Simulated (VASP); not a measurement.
# SiC in VASP: a series of runs, part 2 of 2

VASP 6.6.1. The steps go on from the part before.

### Step 4. Single point, PBEsol

This run uses another cell than the first one, of 11.13 Å³/atom, 1.051 times its volume.

Input file INCAR:

```
PREC = Accurate
ENCUT = 520
EDIFF = 1E-6
ISMEAR = 0
SIGMA = 0.05
LREAL = False
LASPH = True
NELM = 60
ALGO = Normal
ISIF = 2
LWAVE = False
LCHARG = True
GGA = PS
LELF = True
LVHAR = True
NBANDS = 11
```

Input file KPOINTS:

```
regular mesh
0
Gamma
  10 10 10
```

Input file POSCAR:

```
SiC
1.0
    0.0000000000      2.2328493244      2.2328493244
    2.2328493244      0.0000000000      2.2328493244
    2.2328493244      2.2328493244      0.0000000000
Si C
1 1
Direct
    0.0000000000      0.0000000000      0.0000000000
    0.7500000000      0.7500000000      0.7500000000
```

Potentials or basis: VASP PAW PBE potentials, release 64 (Si, C).

Command:

```
$ cat potpaw_PBE.64/Si/POTCAR potpaw_PBE.64/C/POTCAR > POTCAR
$ mpirun -np 1 vasp_std > vasp.out
```

OUTCAR:

```text
PREC = Accurate
   ENCUT = 520
   EDIFF = 1E-6
   ISMEAR = 0
   LREAL = False
   LASPH = True
   NELM = 60
   ISIF = 2
   GGA = PS

 ion  position               nearest neighbor table
   1  0.000  0.000  0.000-   2 1.93   2 1.93   2 1.93   2 1.93
   2  0.750  0.750  0.750-   1 1.93   1 1.93   1 1.93   1 1.93

  LATTYP: Found a face centered cubic cell.
 ALAT       =     4.4656986488

  Lattice vectors:

 A1 = (   0.0000000000,   2.2328493244,   2.2328493244)
 A2 = (   2.2328493244,   0.0000000000,   2.2328493244)
 A3 = (   2.2328493244,   2.2328493244,   0.0000000000)

Analysis of symmetry for initial positions (statically):
=====================================================================
 Subroutine PRICEL returns:
 Original cell was already a primitive cell.

 Routine SETGRP: Setting up the symmetry group for a
 face centered cubic supercell.

 Subroutine GETGRP returns: Found 24 space group operations
 (whereof 24 operations were pure point group operations)
 out of a pool of 48 trial point group operations.

The static configuration has the point symmetry T_d .

Analysis of symmetry for dynamics (positions and initial velocities):
=====================================================================
 Subroutine PRICEL returns:
 Original cell was already a primitive cell.

 Routine SETGRP: Setting up the symmetry group for a
 face centered cubic supercell.

 Subroutine GETGRP returns: Found 24 space group operations
 (whereof 24 operations were pure point group operations)
 out of a pool of 48 trial point group operations.

The dynamic configuration has the point symmetry T_d .

 Subroutine INISYM returns: Found 24 space group operations
 (whereof 24 operations are pure point group operations),
 and found     1 'primitive' translations

----------------------------------------------------------------------------------------

                                     Primitive cell

  volume of cell :      22.2643

  direct lattice vectors                    reciprocal lattice vectors
     0.000000000  2.232849324  2.232849324    -0.223929127  0.223929127  0.223929127
     2.232849324  0.000000000  2.232849324     0.223929127 -0.223929127  0.223929127
     2.232849324  2.232849324  0.000000000     0.223929127  0.223929127 -0.223929127

  length of vectors
     3.157725797  3.157725797  3.157725797     0.387856625  0.387856625  0.387856625

  position of ions in fractional coordinates (direct lattice)
     0.000000000  0.000000000  0.000000000
     0.750000000  0.750000000  0.750000000

  ion indices of the primitive-cell ions
   primitive index   ion index
                 1           1
                 2           2

----------------------------------------------------------------------------------------

 KPOINTS: regular mesh

Automatic generation of k-mesh.
 Grid dimensions read from file:
 generate k-points for:   10   10   10

 Generating k-lattice:

  Cartesian coordinates                     Fractional coordinates (reciprocal lattice)
    -0.022392913  0.022392913  0.022392913     0.100000000  0.000000000  0.000000000
     0.022392913 -0.022392913  0.022392913     0.000000000  0.100000000  0.000000000
     0.022392913  0.022392913 -0.022392913     0.000000000  0.000000000  0.100000000

  Length of vectors
     0.038785663  0.038785663  0.038785663

  Shift w.r.t. Gamma in fractional coordinates (k-lattice)
     0.000000000  0.000000000  0.000000000

 Subroutine IBZKPT returns following result:
 ===========================================

 Found     47 irreducible k-points:

 Following reciprocal coordinates:
            Coordinates               Weight
  0.000000  0.000000  0.000000      1.000000
  0.100000  0.000000  0.000000      8.000000
  0.200000  0.000000  0.000000      8.000000
  0.300000  0.000000  0.000000      8.000000
  0.400000  0.000000  0.000000      8.000000
  0.500000  0.000000  0.000000      4.000000
[... 16 lines left out ...]
  0.300000  0.300000  0.000000      6.000000
  0.400000  0.300000  0.000000     24.000000
 [... further k-points ...]
   k-points           NKPTS =     47   k-points in BZ     NKDIM =     47   number of bands    NBANDS=     11
   number of dos      NEDOS =    301   number of ions     NIONS =      2
   total plane-waves  NPLWV =  13824
   dimension x,y,z NGX =    24 NGY =   24 NGZ =   24
   dimension x,y,z NGXF=    48 NGYF=   48 NGZF=   48
   ions per type =               1   1
   NGX,Y,Z   is equivalent  to a cutoff of  12.64, 12.64, 12.64 a.u.
   NGXF,Y,Z  is equivalent  to a cutoff of  25.27, 25.27, 25.27 a.u.
 SYSTEM =  unknown system
   PREC   = accura    normal or accurate (medium, high low for compatibility)
   ISTART =      0    job   : 0-new  1-cont  2-samecut
   ICHARG =      2    charge: 1-file 2-atom 10-const
   ISPIN  =      1    spin polarized calculation?
   LNONCOLLINEAR =      F non collinear calculations
   LSORBIT =      F    spin-orbit coupling
   LASPH  =      T    aspherical Exc in radial PAW
   ENCUT  =  520.0 eV  38.22 Ry    6.18 a.u.   5.87  5.87  5.87*2*pi/ulx,y,z
   NELM   =     60;   NELMIN=  2; NELMDL= -5     # of ELM steps
   EDIFF  = 0.1E-05   stopping-criterion for ELM
   LREAL  =      F    real-space projection
   EDIFFG = 0.1E-04   stopping-criterion for IOM
   NSW    =      0    number of steps for IOM
   IBRION =     -1    ionic relax: 0-MD 1-quasi-New 2-CG
   NFREE  =      0    steps in history (QN), initial steepest desc. (CG)
   ISIF   =      2    stress and relaxation
   ISYM   =      2    0-nonsym 1-usesym 2-fastsym
   POTIM  = 0.5000    time-step for ionic-motion
   TEBEG  =    0.0;   TEEND  =   0.0 temperature during run
   PSTRESS=    0.0 pullay stress
   NELECT =       8.0000    total number of electrons
   NUPDOWN=      -1.0000    fix difference up-down
   EMIN   =  10.00;   EMAX   =-10.00  energy-range for DOS
   EFERMI =   0.00;   METHOD = LEGACY
   ISMEAR =     0;   SIGMA  =   0.05  broadening in eV -4-tet -1-fermi 0-gaus
   EFERMI_NEDOS =   21; number of points for ismear=-14 and -15
   IALGO  =     38    algorithm
   IMIX   =      4    mixing-type and parameters
     AMIX     =   0.40;   BMIX     =  1.00
     AMIX_MAG =   1.60;   BMIX_MAG =  1.00
  volume/ion in A,a.u.               =      11.13        75.12
  Fermi-wavevector in a.u.,A,eV,Ry     =   1.163864  2.199383 18.430158  1.354578
  Thomas-Fermi vector in A             =   2.300408
   LORBIT       =      0    0 simple, 1 ext, 2 COOP (PROOUT), +10 PAW based schemes
   GGA     = PS    functional components
   LHFCALC =     F    Hartree Fock is set to
   AEXX    =    0.0000 exact exchange contribution
   IVDW    =     0    specifies the selected vdW correction
   LEPSILON=     F    determine dielectric tensor
   LRPA    =     F    only Hartree local field effects (RPA)
 non-spin polarized calculation
 Gauss-broadening in eV      SIGMA  =   0.05
  energy-cutoff  :      520.00
  volume of cell :       22.26
 maximum number of plane-waves:       612
   NGX = 11   NGY = 11   NGZ = 11

 number of electron       8.0000000 magnetization

 Free energy of the ion-electron system (eV)
  ---------------------------------------------------
  ext. energy  EPLUGINS =         0.00000000
  ---------------------------------------------------
  free energy    TOTEN  =       -15.84373333 eV

  energy without entropy =      -15.84373333  energy(sigma->0) =      -15.84373333

 E-fermi :   7.4678     XC(G=0): -11.1924

 val. band max:        7.2546596901   @ k =   0.0000   0.0000   0.0000
 cond. band min:       8.5510864039   @ k =   0.5000   0.5000   0.0000
 fundamental gap:      1.2964267138
 Fermi energy:         7.4677529995

 k-point     1 :       0.0000    0.0000    0.0000
  band No.  band energies     occupation
      1      -7.6046      2.00000
      2       7.2547      2.00000
      3       7.2547      2.00000
      4       7.2547      2.00000
      5      12.5978      0.00000
      6      14.0120      0.00000
      7      14.0121      0.00000
      8      14.0121      0.00000
      9      21.2924      0.00000
     10      21.2924      0.00000
     11      22.4158      0.00000
[... 309 lines left out ...]
 k-point    24 :       0.4000    0.3000    0.0000
  band No.  band energies     occupation
      1      -4.6351      2.00000
      2       1.7470      2.00000
      3       4.2177      2.00000
      4       4.7241      2.00000
      5       9.9531      0.00000
      6      12.4692      0.00000
      7      18.0465      0.00000
      8      18.4401      0.00000
      9      20.1018      0.00000
     10      24.6104      0.00000
     11      27.2826      0.00000

 [... further k-points ...]
[... 5 lines left out ...]
  --------------------------------------------------------------------------------------
  -------------------------------------------------------------------------------------
  Total       -1.9313733     -1.9313733     -1.9313733      0.0000000     -0.0000000     -0.0000000
  in kB     -138.9852016   -138.9852016   -138.9852016      0.0000000     -0.0000000     -0.0000000
  external PRESSURE =    -138.9852016 kB  Pullay stress =       0.0000000 kB

 VOLUME and BASIS-vectors are now :
 -----------------------------------------------------------------------------
  energy-cutoff  :      520.00
  volume of cell :       22.26
      direct lattice vectors                 reciprocal lattice vectors
     0.000000000  2.232849324  2.232849324    -0.223929127  0.223929127  0.223929127
     2.232849324  0.000000000  2.232849324     0.223929127 -0.223929127  0.223929127
     2.232849324  2.232849324  0.000000000     0.223929127  0.223929127 -0.223929127

 POSITION                                       TOTAL-FORCE (eV/Angst)
 -----------------------------------------------------------------------------------
      0.00000      0.00000      0.00000        -0.000000     -0.000000     -0.000000
      3.34927      3.34927      3.34927         0.000000      0.000000      0.000000
 -----------------------------------------------------------------------------------
    total drift:                               -0.000000     -0.000000     -0.000000

  FREE ENERGIE OF THE ION-ELECTRON SYSTEM (eV)
  ---------------------------------------------------
  free  energy   TOTEN  =       -15.8437333347 eV

  energy  without entropy=      -15.8437333347  energy(sigma->0) =      -15.84373333
```

stdout:

```text
POSCAR found type information on POSCAR SiC
 POSCAR found :  2 types and       2 ions
 scaLAPACK will be used
 -----------------------------------------------------------------------------
|                                                                             |
|                                                                             |
|     You enforced a specific xc type in the INCAR file but a different       |
|     I HOPE YOU KNOW WHAT YOU ARE DOING!                                     |
|                                                                             |
 -----------------------------------------------------------------------------

 LDA part: xc-table for (Slater+PW92), standard interpolation
 POSCAR, INCAR and KPOINTS ok, starting setup
 FFT: planning ... GRIDC
 FFT: planning ... GRID_SOFT
 FFT: planning ... GRID
 WAVECAR not read
 entering main loop
```

It took 23 s on 1 thread of Intel Xeon 6975P-C, shared host; peak memory 0.11 GiB.

What came out:

| Property | Result |
| --- | --- |
| Free energy | -15.8437 eV |
| Pressure | -13.9 GPa |
| Band gap on the k mesh | 1.30 eV, indirect (least direct gap 4.36 eV) |

Caveat: the PAW data sets were made with another functional, which shifts forces and pressure a little. A k mesh can miss the band edges.

### Step 5. Single point, PBEsol

This run uses another cell than the first one, of 10.86 Å³/atom, 1.025 times its volume.

Input file INCAR:

```
SYSTEM = SiC
  PREC = Accurate
  ENCUT = 520
  EDIFF = 1E-7
  ISMEAR = 0
  SIGMA = 0.05
  LREAL = .False.
  LASPH = .True.
  NELM = 60
  ALGO = Normal
  ISIF = 2
  LWAVE = .False.
  LCHARG = .False.
  GGA = PS
  NBANDS = 11
```

Input file KPOINTS:

```
regular mesh
0
Gamma
  10 10 10
  0 0 0
```

Input file POSCAR:

```
SiC
1.0
    0.0000000000      2.2147686909      2.2147686909
    2.2147686909      0.0000000000      2.2147686909
    2.2147686909      2.2147686909      0.0000000000
Si C
1 1
Direct
    0.0000000000      0.0000000000      0.0000000000
    0.7500000000      0.7500000000      0.7500000000
```

Command:

```
$ cat potpaw_PBE.64/Si/POTCAR potpaw_PBE.64/C/POTCAR > POTCAR
$ mpirun -np 1 vasp_std > vasp.out
```

It took 22 s on 1 thread of Intel Xeon 6975P-C, shared host; peak memory 0.11 GiB.

The run converged. Its results:

* Free energy: -15.8832 eV
* Pressure: -9.7 GPa
* Band gap on the k mesh: 1.28 eV, indirect (least direct gap 4.39 eV)

Levels at points of the mesh, in eV from the valence-band top:
| k point | band 1 | band 2 | band 3 | band 4 | band 5 | band 6 | band 7 | band 8 | band 9 |
| --- | --- | --- | --- | --- | --- | --- | --- | --- | --- |
| (0.00, 0.00, 0.00) | -15.04 | 0.00 | 0.00 | 0.00 | 5.62 | 6.91 | 6.91 | 6.91 | 14.17 |
| (0.50, 0.00, 0.00) | -11.62 | -8.33 | -1.04 | -1.04 | 4.94 | 6.95 | 6.95 | 9.65 | 15.43 |
| (0.50, 0.50, 0.00) | -10.21 | -7.68 | -3.11 | -3.11 | 1.28 | 4.03 | 13.40 | 13.40 | 14.05 |

Caveat: the PAW data sets were made with another functional, which shifts forces and pressure a little. A k mesh can miss the band edges.

### Step 6. Single point, PBEsol

This run uses another cell than the first one, of 9.58 Å³/atom, 0.904 times its volume.

Input file INCAR:

```
SYSTEM = SiC
  PREC = Accurate
  ENCUT = 520
  EDIFF = 1E-7
  ISMEAR = 0
  SIGMA = 0.05
  LREAL = .FALSE.
  LASPH = .TRUE.
  NELM = 60
  ALGO = Normal
  ISIF = 2
  LWAVE = .FALSE.
  LCHARG = .TRUE.
  GGA = PS
  LELF = .TRUE.
  LVHAR = .TRUE.
  NBANDS = 11
```

Input file KPOINTS:

```
regular mesh
0
G
  10 10 10
  0 0 0
```

Input file POSCAR:

```
SiC
1.0
    0.0000000000      2.1239298452      2.1239298452
    2.1239298452      0.0000000000      2.1239298452
    2.1239298452      2.1239298452      0.0000000000
Si C
1 1
Direct
    0.0058896629     -0.0058896629      0.0058896629
    0.7362283587      0.7637716413      0.7362283587
```

Potentials or basis: VASP PAW PBE potentials, release 64 (Si, C).

Command:

```
$ cat potpaw_PBE.64/Si/POTCAR potpaw_PBE.64/C/POTCAR > POTCAR
$ mpirun -np 1 vasp_std > vasp.out
```

Wall time 71 s (1 thread of Intel Xeon 6975P-C, shared host); peak memory 0.13 GiB.

It converged, with:

| Property | Result |
| --- | --- |
| Free energy | -15.7453 eV |
| Pressure | 21.0 GPa |
| Largest force | 1.886 eV/Å |
| Band gap on the k mesh | 0.77 eV, indirect (least direct gap 4.32 eV) |

Forces on the atoms (eV/Å):
```
Si   0.000 -1.886  0.000
C    0.000  1.886  0.000
```

Stress tensor (GPa, compression positive):
```
21.59  0.00 -9.15
 0.00 19.68  0.00
-9.15  0.00 21.59
```

Levels at points of the mesh, in eV from the valence-band top:
```csv
k point,band 1,band 2,band 3,band 4,band 5,band 6,band 7,band 8,band 9
"(0.00, 0.00, 0.00)",-16.42,-0.79,-0.36,0.00,6.67,7.30,7.42,7.58,14.52
"(0.50, 0.00, 0.00)",-12.46,-9.56,-1.60,-1.12,5.64,6.86,7.45,9.94,16.43
"(0.00, 0.50, 0.00)",-12.59,-9.26,-1.81,-1.26,5.71,6.73,7.29,9.95,16.61
"(0.50, 0.50, 0.00)",-10.98,-8.48,-3.72,-3.71,0.77,4.05,14.47,14.53,15.31
"(0.50, 0.00, 0.50)",-10.99,-8.45,-3.96,-3.54,0.78,4.11,14.42,14.54,15.30
```

Caveat: the PAW data sets were made with another functional, which shifts forces and pressure a little.

### Step 7. The runs side by side

```csv
cell,gap on the mesh (eV),pressure (GPa)
"a = 3.106 Å, angles 60.0°, 2 atoms",1.26,-4.9
"a = 3.055 Å, angles 60.0°, 2 atoms",1.21,6.2
"a = 3.158 Å, angles 60.0°, 2 atoms",1.30,-13.9
"a = 3.132 Å, angles 60.0°, 2 atoms",1.28,-9.7
"a = 3.004 Å, angles 60.0°, 2 atoms",0.77,21.0
```

Alike in all rows: task single point; level PBEsol; potentials or basis VASP PAW PBE potentials, release 64 (Si, C); no spin polarisation; k mesh 10 × 10 × 10; cutoff (eV) 520; smearing gaussian 0.05 eV.

Caveats: the PAW data sets were made with another functional, which shifts forces and pressure a little.

Total energies depend on the potentials used, so only differences within one code and one set of settings carry meaning.
